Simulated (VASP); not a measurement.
# MgO: single point with PBEsol

MgO:

```xyz
4
Lattice="3.5764 0.0000 0.0000 -1.7882 3.0972 0.0000 0.0000 0.0000 3.9988" Properties=species:S:1:pos:R:3 pbc="T T T"
Mg    1.7882    1.0074    2.9991
Mg    0.0000    2.0898    0.9997
O     1.7882    1.0508    0.9997
O     0.0000    2.0464    2.9991
```

This cell differs from its parent crystal: mode 5 frozen in at -0.024 Å, strain +e along z and -e/2 along x and y -0.0467.

| Item | Value |
| --- | --- |
| Program | VASP 6.6.1 |
| Task | single point |
| Functional | PBEsol |
| Potentials or basis | VASP PAW PBE potentials, release 64 (Mg, O) |
| Cutoff | 520 eV |
| k mesh | 9 × 9 × 6 |
| Occupations | gaussian, width 0.05 eV |
| Spin | no spin polarisation |
| Dipole correction | no |
| Further INCAR settings | ALGO = Normal; EDIFF = 1e-06; NBANDS = 16 |

```json
{
 "Pressure": "1.6 GPa",
 "Largest force": "0.189 eV/Å",
 "Band gap on the k mesh": "3.36 eV, direct"
}
```

Forces in eV/Å, atoms in the order of the input:
```
Mg   0.000  0.189  0.000
Mg   0.000 -0.189  0.000
O    0.000 -0.112  0.000
O    0.000  0.112  0.000
```

Stress tensor (GPa, compression positive):
```
-3.36  0.00  0.00
 0.00 -3.19  0.00
 0.00  0.00 11.34
```

Levels at points of the mesh, in eV from the valence-band top:
| k point | band 4 | band 5 | band 6 | band 7 | band 8 | band 9 | band 10 | band 11 | band 12 | band 13 |
| --- | --- | --- | --- | --- | --- | --- | --- | --- | --- | --- |
| (0.00, 0.00, 0.00) | -1.77 | -1.73 | -0.67 | -0.57 | 0.00 | 3.36 | 9.74 | 11.92 | 12.18 | 12.78 |
| (0.00, 0.00, 0.50) | -2.40 | -1.22 | -1.22 | -1.20 | -1.20 | 6.46 | 6.46 | 12.39 | 12.39 | 12.41 |

Run time: 22 s on 1 thread of Intel(R) Xeon(R) 6975P-C (Granite Rapids), with other jobs on the host, peak memory 0.2 GiB.

Caveat: the cell differs from its parent crystal (mode 5 frozen in at -0.024 Å, strain +e along z and -e/2 along x and y -0.0467); the PAW data sets were made with another functional, which shifts forces and pressure a little.
